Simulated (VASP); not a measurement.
Wanted: the native input for a VASP 6.6.1 run.

| Quantity | Value |
| --- | --- |
| Task | relaxation of cell and atoms |
| Functional | PBEsol |
| Potentials or basis | VASP PAW PBE potentials, release 64 (Zn, S) |
| Cutoff | 600 eV |
| k mesh | 8 × 8 × 8 |
| Occupations | gaussian, width 0.01 eV |
| Spin | no spin polarisation |
| Target pressure | 4 GPa |
| Dipole correction | no |
| Further INCAR settings | ALGO = Normal; EDIFF = 1e-06; IBRION = 2; EDIFFG = -0.002; NSW = 100; ISIF = 3 |

The structure of ZnS lies in POSCAR:

```
ZnS
1.0
    0.0000000000      2.6777713895      2.6777713895
    2.6777713895      0.0000000000      2.6777713895
    2.6777713895      2.6777713895      0.0000000000
Zn S
1 1
Direct
    0.7500000000      0.7500000000      0.7500000000
    0.0000000000      0.0000000000      0.0000000000
```

One way to write it, as run:

INCAR

```
SYSTEM = ZnS
PREC = Accurate
ENCUT = 600
EDIFF = 1E-6
ISMEAR = 0
SIGMA = 0.01
LREAL = .False.
LASPH = .True.
NELM = 60
ALGO = Normal
ISIF = 3
LWAVE = .False.
LCHARG = .False.
GGA = PS
IBRION = 2
NSW = 100
EDIFFG = -0.002
PSTRESS = 40.0
```

KPOINTS

```
regular mesh
0
Gamma
  8 8 8
  0 0 0
```

Potentials or basis: VASP PAW PBE potentials, release 64 (Zn, S).

Run with:

```bash
$ cat potpaw_PBE.64/Zn/POTCAR potpaw_PBE.64/S/POTCAR > POTCAR
$ mpirun -np 1 vasp_std > vasp.out
```

Results of the run:

```
Relaxed volume                                         : 18.40 Å³/atom
Relaxed cell                                           : a = 3.733 Å, b = 3.733 Å, c = 3.733 Å, α = 60.00°, β = 60.00°, γ = 60.00°
Space group after relaxing (to 0.05 Å)                 : F-43m (No. 216)
Energy change on relaxing (the enthalpy is what falls) : +10.2 meV/atom
Ionic steps                                            : 15
Pressure after relaxing                                : 4.0 GPa
Band gap on the k mesh                                 : 2.28 eV, direct
```

Caveat: the cell is relaxed towards a set pressure, so the enthalpy falls and the energy may rise; the PAW data sets were made with another functional, which shifts forces and pressure a little.

It took 2.8 min on 1 thread of Intel Xeon 8259CL (shared host), peak memory 0.18 GiB.
